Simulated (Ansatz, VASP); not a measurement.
**One calculation of Pd, two programs**

```xyz
1
Lattice="0.0000 1.9465 1.9465 1.9465 0.0000 1.9465 1.9465 1.9465 0.0000" Properties=species:S:1:pos:R:3 pbc="T T T"
Pd    0.0000    0.0000    0.0000
```

Alike in both runs: task single point; functional PBE; k mesh 6 × 6 × 6; occupations fermi-dirac, width 0.06 eV; no spin polarisation.

|  | VASP | Ansatz |
| --- | --- | --- |
| version | VASP 6.6.1 | Ansatz 0.2.0 |
| potentials or method | VASP PAW PBE potentials, release 64 (Pd), cutoff 520 eV | all-electron LAPW, scalar-relativistic |

|  | VASP | Ansatz | Ansatz less VASP |
| --- | --- | --- | --- |
| gap on the k mesh at the Fermi level (eV) | none | none | - |
| pressure (GPa) | 5.5 | 5.8 | +0.26 |

A gap of «none» marks a metal or a gap that the smearing closes. Ansatz ran all-electron here, and VASP with PAW potentials.

The k mesh is coarse, so the values compare programs but aren't converged. Noted on Ansatz's run: the k mesh is thin for a metal, which can move the energy by tens of meV per atom.
